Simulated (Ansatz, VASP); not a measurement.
Two plane-wave programs on SiSe

POSCAR

```
SiSe
1.0
    3.6657120192      0.0000000000      0.0000000000
   -1.8328560096      3.1745951110      0.0000000000
    0.0000000000      0.0000000000      3.6693112524
Si Se
1 1
Direct
    0.6666700000      0.3333300000      0.5000000000
    0.0000000000      0.0000000000      0.0000000000
```

Contents of INCAR.step1:

```
PREC = Accurate ; ENCUT = 520
EDIFF = 1E-5 ; ISMEAR = -1
SIGMA = 0.05 ; LREAL = False
LASPH = True ; NELM = 100
ALGO = Normal ; ISIF = 2
LWAVE = True ; NBANDS = 12
GGA = PE
```

The input INCAR.step2:

```
PREC = Accurate ; ENCUT = 520
EDIFF = 1E-6 ; ISMEAR = -1
SIGMA = 0.05 ; LREAL = False
LASPH = True ; NELM = 100
ALGO = Normal ; ISIF = 2
LWAVE = False ; LCHARG = True
METAGGA = R2SCAN ; LHFCALC = True
AEXX = 0.25 ; LMIXTAU = True
PRECFOCK = Normal ; LELF = True
LVHAR = True ; NBANDS = 12
ISTART = 1
```

KPOINTS

```
regular mesh
0
Gamma
  5 5 4
```

Contents of input.yaml:

```yaml
crystal:
  lattice:
    - [3.6657120192, 0.0, 0.0]
    - [-1.8328560096, 3.174595111, 0.0]
    - [0.0, 0.0, 3.6693112524]
  atoms:
    - { symbol: Si, position: [0.66667, 0.33333, 0.5] }
    - { symbol: Se, position: [0.0, 0.0, 0.0] }
hamiltonian:
  xc: r2scan0
  pseudopotentials: { kind: paw }
kpoints:
  mp_grid: { grid: [5, 5, 4] }
scf:
  occupations: { method: fermi_dirac, width: 0.05 }
output:
  forces: true
  stress: true
  eigenvalues: true
```

Alike in both runs: task single point; functional r2SCAN0; k mesh 5 × 5 × 4; occupations fermi-dirac, width 0.05 eV; no spin polarisation.

|  | VASP | Ansatz |
| --- | --- | --- |
| version | VASP 6.6.1 | Ansatz 0.2.0 |
| potentials or method | VASP PAW PBE potentials, release 64 (Si, Se) | Ansatz PAW |
| plane-wave cutoff (eV) | 520 | 500 |
| valence electrons in the cell | 10 | 20 |

VASP gave:

* gap on the k mesh at the Fermi level (eV): none
* pressure (GPa): -6.3
* traceless stress, the component that is largest in VASP (GPa): -1.65

Problem. Estimate Ansatz's values.

Solution. gap on the k mesh at the Fermi level (eV): none; pressure (GPa): -6.0; traceless stress, the component that is largest in VASP (GPa): -1.60.

VASP's potentials were made for PBE, not for r2SCAN0. A gap of «none» marks a metal or a gap that the smearing closes. VASP's potentials hold 10 valence electrons a cell and Ansatz's 20, so a difference there can come from the potentials and not from the codes.

The k mesh is coarse, so the values compare programs but aren't converged.
